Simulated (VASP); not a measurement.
# PbI2 (P-3m1) in VASP: a series of runs, part 2 of 2

VASP 6.6.1.

### 4 Relaxation of cell and atoms, PBE

This run uses another cell than the first one, of 48.59 Å³/atom.

File INCAR:

```
SYSTEM = PbI2
PREC     = Accurate       ! precision mode
ENCUT    = 500            ! plane-wave cutoff, eV
EDIFF    = 1E-7           ! SCF threshold, eV
ISMEAR   = 0              ! smearing method
SIGMA    = 0.02           ! smearing width, eV
LREAL    = .False.        ! projectors in reciprocal space
LASPH    = .True.         ! aspherical terms in the spheres
NELM     = 120            ! most SCF steps
ALGO     = Normal         ! electronic algorithm
ISIF     = 3              ! what is computed and relaxed
LWAVE    = .False.        ! write WAVECAR
LCHARG   = .False.        ! write CHGCAR
GGA      = PE             ! functional
IBRION   = 2              ! ionic algorithm
NSW      = 100            ! ionic steps
EDIFFG   = -0.005         ! ionic threshold
GGA_COMPAT= .False.      
NELMIN   = 4
```

File KPOINTS:

```
Automatic mesh
0
Gamma
  6 6 4
  0 0 0
```

File POSCAR:

```
PbI2
1.0
    4.6785475797      0.0000000000      0.0000000000
   -2.3392737899      4.0517410568      0.0000000000
    0.0000000000      0.0000000000      7.6903754617
Pb I
1 2
Direct
    0.0000000000      0.0000000000      0.0000000000
    0.3333333333      0.6666666667      0.2412822959
    0.6666666667      0.3333333333      0.7587177041
```

Command:

```console
> cat potpaw_PBE.64/Pb_d/POTCAR potpaw_PBE.64/I/POTCAR > POTCAR
> mpirun -np 1 vasp_std > vasp.out
```

Wall time 63 s (1 thread of Intel Xeon 6975P-C (Granite Rapids), shared host); peak memory 0.28 GiB.

It converged, with:

* Free energy: -8.6212 eV
* Relaxed volume: 48.61 Å³/atom
* Relaxed cell: a = 4.675 Å, b = 4.675 Å, c = 7.704 Å, α = 90.00°, β = 90.00°, γ = 120.00°
* Space group after relaxing (to 0.1 Å): P-3m1 (No. 164)
* Energy gained by relaxing: 0.0 meV/atom
* Ionic steps: 3
* Pressure after relaxing: 0.0 GPa
* Largest force after relaxing: 0.005 eV/Å
* Band gap on the k mesh: 2.42 eV (least direct gap 2.51 eV)

Forces in eV/Å, atoms in the order of the input:
```
Pb   0.000  0.000  0.000
I    0.000  0.000 -0.005
I    0.000  0.000  0.005
```

Final structure:
```xyz
3
Lattice="4.6753 0.0000 0.0000 -2.3377 4.0490 0.0000 0.0000 0.0000 7.7035" Properties=species:S:1:pos:R:3 pbc="T T T"
Pb    0.0000    0.0000    7.7035
I     0.0000    2.6993    1.8586
I     2.3377    1.3497    5.8449
```

Levels at points of the mesh, in eV from the valence-band top:
```
           k point  band 11  band 12  band 13  band 14  band 15  band 16  band 17  band 18
(0.00, 0.00, 0.00)    -0.69    -0.57    -0.56    -0.56     2.57     3.46     3.46     6.11
(0.50, 0.00, 0.00)    -1.61    -0.89    -0.55    -0.34     3.16     4.00     4.63     5.68
(0.00, 0.00, 0.50)    -0.78    -0.51    -0.51    -0.09     2.42     3.39     3.39     6.90
(0.50, 0.00, 0.50)    -1.43    -0.77    -0.66    -0.53     3.39     4.08     4.17     6.00
```

Caveat: spin-orbit coupling is left out, which moves the levels of the heavy elements; this functional lacks dispersion, which binds the layers, so the pressure and a relaxed spacing across them are unreliable.

### 5 Relaxation of shape and atoms at fixed volume, PBE (50.05 Å³/atom)

This run uses another cell than the first one, of 50.05 Å³/atom.

File INCAR:

```
ALGO     = Normal         # electronic algorithm
EDIFF    = 1E-7           # SCF threshold, eV
EDIFFG   = -0.01          # ionic threshold
ENCUT    = 500            # plane-wave cutoff, eV
GGA      = PE             # functional
GGA_COMPAT= F            
IBRION   = 2              # ionic algorithm
ISIF     = 4              # what is computed and relaxed
ISMEAR   = 0              # smearing method
LASPH    = T              # aspherical terms in the spheres
LCHARG   = F              # write CHGCAR
LREAL    = F              # projectors in reciprocal space
LWAVE    = F              # write WAVECAR
NELM     = 120            # most SCF steps
NELMIN   = 4            
NSW      = 50             # ionic steps
PREC     = Accurate       # precision mode
SIGMA    = 0.02           # smearing width, eV
```

File KPOINTS:

```
k-points
0
Gamma
  6 6 4
```

File POSCAR:

```
PbI2
1.0
    4.7248728457      0.0000000000      0.0000000000
   -2.3624364229      4.0918599140      0.0000000000
    0.0000000000      0.0000000000      7.7665227452
Pb I
1 2
Direct
    0.0000000000      0.0000000000      0.0000000000
    0.3333333333      0.6666666667      0.2412822959
    0.6666666667      0.3333333333      0.7587177041
```

Command:

```console
> cat potpaw_PBE.64/Pb_d/POTCAR potpaw_PBE.64/I/POTCAR > POTCAR
> mpirun -np 1 vasp_std > vasp.out
```

Wall time 2.9 min (1 thread of Intel Xeon 6975P-C (Granite Rapids), shared host); peak memory 0.3 GiB.

The run converged. Its results:

```yaml
Free_energy: -8.6216 eV
Energy_gained_by_relaxing: 2.7 meV/atom
Ionic_steps: 8
Pressure_after_relaxing: 0.0 GPa
Band_gap_on_the_k_mesh: 2.45 eV (least direct gap 2.59 eV)
```

Forces in eV/Å, atoms in the order of the input:
```
Pb   0.000  0.000  0.000
I    0.000  0.000 -0.002
I    0.000  0.000  0.002
```

Step by step:
```tsv
step	energy change (eV)	largest force (eV/Å)	pressure (GPa)	volume (Å³)
1	0.0000	0.1330	-0.58	150.15
2	-0.0017	0.1151	-0.52	150.15
3	-0.0053	0.0600	-0.33	150.15
4	-0.0063	0.0545	0.06	150.15
5	-0.0069	0.0098	-0.10	150.15
6	-0.0075	0.0072	-0.07	150.15
7	-0.0079	0.0044	-0.05	150.15
8	-0.0080	0.0021	-0.01	150.15
```

Final structure:
```
Pb I
1.0
     4.66817    0.00000    0.00000
    -2.33409    4.04275    0.00000
     0.00000    0.00000    7.95634
Pb I
1 2
Direct
  0.00000 0.00000 0.00000
  0.33333 0.66667 0.23424
  0.66667 0.33333 0.76576
```

Levels at points of the mesh, in eV from the valence-band top:
```tsv
k point	band 10	band 11	band 12	band 13	band 14	band 15	band 16	band 17	band 18
(0.00, 0.00, 0.00)	-0.73	-0.64	-0.61	-0.53	-0.53	2.57	3.47	3.47	6.01
(0.50, 0.00, 0.00)	-1.67	-1.58	-0.84	-0.56	-0.38	3.19	4.03	4.58	5.72
(0.00, 0.00, 0.50)	-0.75	-0.75	-0.50	-0.50	-0.13	2.45	3.42	3.42	6.93
(0.50, 0.00, 0.50)	-1.54	-1.46	-0.72	-0.63	-0.56	3.38	4.11	4.16	5.96
```

Caveat: spin-orbit coupling is left out, which moves the levels of the heavy elements; this functional lacks dispersion, which binds the layers, so the pressure and a relaxed spacing across them are unreliable.

### 6 Relaxation of shape and atoms at fixed volume, PBE (51.51 Å³/atom)

This run uses another cell than the first one, of 51.51 Å³/atom.

File INCAR:

```
PREC = Accurate ; ENCUT = 500
EDIFF = 1E-7 ; ISMEAR = 0
SIGMA = 0.02 ; LREAL = F
LASPH = T ; NELM = 120
ALGO = Normal ; ISIF = 4
LWAVE = F ; LCHARG = F
GGA = PE ; IBRION = 2
NSW = 50 ; EDIFFG = -0.01
GGA_COMPAT = F ; NELMIN = 4
```

File KPOINTS:

```
Automatic mesh
0
Gamma
  6 6 4
```

File POSCAR:

```
PbI2
1.0
    4.7221269488      0.0000000000      0.0000000000
   -2.3610634744      4.0894818975      0.0000000000
    0.0000000000      0.0000000000      8.0020303284
Pb I
1 2
Direct
    0.0000000000      0.0000000000      0.0000000000
    0.3333333333      0.6666666667      0.2345069040
    0.6666666667      0.3333333333      0.7654930960
```

Potentials or basis: VASP PAW PBE potentials, release 64 (Pb_d, I).

Command:

```console
> cat potpaw_PBE.64/Pb_d/POTCAR potpaw_PBE.64/I/POTCAR > POTCAR
> mpirun -np 1 vasp_std > vasp.out
```

It took 2.7 min on 1 thread of Intel Xeon 6975P-C (Granite Rapids), shared host; peak memory 0.3 GiB.

The run converged. Its results:

```yaml
Free_energy: -8.6209 eV
Energy_gained_by_relaxing: 2.5 meV/atom
Ionic_steps: 7
Pressure_after_relaxing: -0.1 GPa
Band_gap_on_the_k_mesh: 2.46 eV (least direct gap 2.63 eV)
```

Forces in eV/Å, atoms in the order of the input:
```
Pb   0.000  0.000  0.000
I    0.000  0.000  0.002
I    0.000  0.000 -0.002
```

The path:
```csv
step,energy change (eV),largest force (eV/Å),pressure (GPa),volume (Å³)
1,0.0000,0.1315,-0.58,154.53
2,-0.0016,0.1133,-0.52,154.53
3,-0.0049,0.0574,-0.34,154.53
4,-0.0054,0.0577,0.03,154.53
5,-0.0062,0.0050,-0.14,154.53
6,-0.0068,0.0042,-0.12,154.53
7,-0.0074,0.0022,-0.05,154.53
```

Final structure:
```
Pb I
1.0
     4.68044    0.00000    0.00000
    -2.34022    4.05338    0.00000
     0.00000    0.00000    8.14522
Pb I
1 2
Direct
  0.00000 0.00000 0.00000
  0.33333 0.66667 0.22791
  0.66667 0.33333 0.77209
```

Levels at points of the mesh, in eV from the valence-band top:
| k point | band 10 | band 11 | band 12 | band 13 | band 14 | band 15 | band 16 | band 17 | band 18 |
| --- | --- | --- | --- | --- | --- | --- | --- | --- | --- |
| (0.00, 0.00, 0.00) | -0.72 | -0.64 | -0.56 | -0.51 | -0.51 | 2.56 | 3.47 | 3.47 | 5.94 |
| (0.50, 0.00, 0.00) | -1.61 | -1.56 | -0.77 | -0.55 | -0.39 | 3.22 | 4.07 | 4.58 | 5.78 |
| (0.00, 0.00, 0.50) | -0.74 | -0.74 | -0.49 | -0.49 | -0.17 | 2.46 | 3.44 | 3.44 | 6.85 |
| (0.50, 0.00, 0.50) | -1.53 | -1.45 | -0.68 | -0.60 | -0.54 | 3.39 | 4.17 | 4.18 | 5.97 |

Caveat: spin-orbit coupling is left out, which moves the levels of the heavy elements; this functional lacks dispersion, which binds the layers, so the pressure and a relaxed spacing across them are unreliable.

### 7 Relaxation of shape and atoms at fixed volume, PBE (53.45 Å³/atom)

This run uses another cell than the first one, of 53.45 Å³/atom.

File INCAR:

```
PREC = Accurate ; ENCUT = 500
EDIFF = 1E-7 ; ISMEAR = 0
SIGMA = 0.02 ; LREAL = False
LASPH = True ; NELM = 120
ALGO = Normal ; ISIF = 4
LWAVE = False ; LCHARG = False
GGA = PE ; IBRION = 2
NSW = 50 ; EDIFFG = -0.01
GGA_COMPAT = False ; NELMIN = 4
```

File KPOINTS:

```
regular mesh
0
Gamma
  6 6 4
```

File POSCAR:

```
PbI2
1.0
    4.7384476280      0.0000000000      0.0000000000
   -2.3692238140      4.1036160203      0.0000000000
    0.0000000000      0.0000000000      8.2468892039
Pb I
1 2
Direct
    0.0000000000      0.0000000000      0.0000000000
    0.3333333333      0.6666666667      0.2280452429
    0.6666666667      0.3333333333      0.7719547571
```

Command:

```console
> cat potpaw_PBE.64/Pb_d/POTCAR potpaw_PBE.64/I/POTCAR > POTCAR
> mpirun -np 1 vasp_std > vasp.out
```

Wall time 3 min (1 thread of Intel Xeon 6975P-C (Granite Rapids), shared host); peak memory 0.31 GiB.

Results (log left out):

* Free energy: -8.6191 eV
* Energy gained by relaxing: 4.2 meV/atom
* Ionic steps: 7
* Pressure after relaxing: -0.1 GPa
* Largest force after relaxing: 0.004 eV/Å
* Band gap on the k mesh: 2.47 eV (least direct gap 2.69 eV)

Forces on the atoms (eV/Å):
```
Pb   0.000  0.000  0.000
I    0.000  0.000  0.004
I    0.000  0.000 -0.004
```

The path:
```
step  energy change (eV)  largest force (eV/Å)  pressure (GPa)  volume (Å³)
   1              0.0000                0.1672           -0.73       160.36
   2             -0.0026                0.1449           -0.66       160.36
   3             -0.0081                0.0760           -0.44       160.36
   4             -0.0092                0.0688            0.01       160.36
   5             -0.0104                0.0067           -0.18       160.36
   6             -0.0114                0.0061           -0.15       160.36
   7             -0.0125                0.0036           -0.07       160.36
```

Final structure:
```cif
data_structure
_symmetry_space_group_name_H-M 'P 1'
_symmetry_Int_Tables_number 1
_cell_length_a 4.6863
_cell_length_b 4.6863
_cell_length_c 8.4315
_cell_angle_alpha 90.000
_cell_angle_beta 90.000
_cell_angle_gamma 120.000
_cell_volume 160.36
loop_
_atom_site_label
_atom_site_type_symbol
_atom_site_fract_x
_atom_site_fract_y
_atom_site_fract_z
_atom_site_occupancy
Pb1 Pb 0.00000 0.00000 0.00000 1
I1 I 0.33333 0.66667 0.21977 1
I2 I 0.66667 0.33333 0.78023 1
```

Levels at points of the mesh, in eV from the valence-band top:
```
           k point  band 12  band 13  band 14  band 15  band 16  band 17
(0.00, 0.00, 0.00)    -0.51    -0.50    -0.50     2.55     3.46     3.46
(0.50, 0.00, 0.00)    -0.73    -0.55    -0.41     3.25     4.09     4.55
(0.00, 0.00, 0.50)    -0.49    -0.49    -0.22     2.47     3.44     3.44
(0.50, 0.00, 0.50)    -0.65    -0.58    -0.53     3.38     4.16     4.23
```

Caveat: spin-orbit coupling is left out, which moves the levels of the heavy elements; this functional lacks dispersion, which binds the layers, so the pressure and a relaxed spacing across them are unreliable.

### 8 Summary

| task | cell | k mesh | gap on the mesh (eV) | pressure (GPa) | relaxed volume (Å³/atom) |
| --- | --- | --- | --- | --- | --- |
| single point | a = 4.437, b = 4.437, c = 6.587 Å, angles 90.0, 90.0, 120.0°, 3 atoms, atomic positions A | 9 × 9 × 4 | 1.95 | 4.3 | - |
| relaxation of shape and atoms at fixed volume | relaxed from a = 4.631, b = 4.631, c = 7.613 Å, angles 90.0, 90.0, 120.0°, 3 atoms, atomic positions B | 6 × 6 × 4 | 2.40 | 0.1 | 47.14 |
| relaxation of cell and atoms | relaxed from a = 4.679, b = 4.679, c = 7.690 Å, angles 90.0, 90.0, 120.0°, 3 atoms, atomic positions B | 6 × 6 × 4 | 2.42 | 0.0 | 48.61 |
| relaxation of shape and atoms at fixed volume | relaxed from a = 4.725, b = 4.725, c = 7.767 Å, angles 90.0, 90.0, 120.0°, 3 atoms, atomic positions B | 6 × 6 × 4 | 2.45 | 0.0 | 50.05 |
| relaxation of shape and atoms at fixed volume | relaxed from a = 4.722, b = 4.722, c = 8.002 Å, angles 90.0, 90.0, 120.0°, 3 atoms, atomic positions C | 6 × 6 × 4 | 2.46 | -0.1 | 51.51 |
| relaxation of shape and atoms at fixed volume | relaxed from a = 4.738, b = 4.738, c = 8.247 Å, angles 90.0, 90.0, 120.0°, 3 atoms, atomic positions D | 6 × 6 × 4 | 2.47 | -0.1 | 53.45 |

Alike in all rows: level PBE; potentials or basis VASP PAW PBE potentials, release 64 (Pb_d, I); no spin polarisation; cutoff (eV) 500; smearing gaussian 0.02 eV.

Caveats: spin-orbit coupling is left out, which moves the levels of the heavy elements; this functional lacks dispersion, which binds the layers, so the pressure and a relaxed spacing across them are unreliable; the cell stands under pressure (at least some runs); an odd mesh through Γ misses points on the zone boundary, where band edges can lie (at least some runs).

Total energies depend on the potentials used, so only differences within one code and one set of settings carry meaning.
